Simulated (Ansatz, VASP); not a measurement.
KNb3O: VASP beside Ansatz

```
K Nb O
1.0
     4.42787    0.00000    0.00000
     0.00000    4.42787    0.00000
     0.00000    0.00000    4.42787
K Nb O
1 3 1
Direct
  0.00000 0.00000 0.00000
  0.50000 0.50000 0.00000
  0.50000 0.00000 0.50000
  0.00000 0.50000 0.50000
  0.50000 0.50000 0.50000
```

Change from the starting cell: species swapped into the InNi3N type (Pm-3m, No. 221).

Alike in both runs: functional PBE; k mesh 4 × 4 × 4; occupations gaussian, width 0.1 eV; no spin polarisation.

Ansatz relaxed the structure, and its values are those at the end. VASP's run is a single point on that final structure, the one shown.

|  | VASP | Ansatz |
| --- | --- | --- |
| version | VASP 6.6.1 | Ansatz 0.2.0 |
| potentials or method | VASP PAW PBE potentials, release 64 (K_sv, Nb_sv, O), cutoff 520 eV | scalar-relativistic, plane waves, PAW |
| valence electrons in the cell | 54 | 54 |

|  | VASP | Ansatz | Ansatz less VASP |
| --- | --- | --- | --- |
| gap on the k mesh at the Fermi level (eV) | none | none | - |
| pressure (GPa) | 0.2 | 0.2 | 0.00 |

A gap of «none» marks a metal or a gap that the smearing closes.
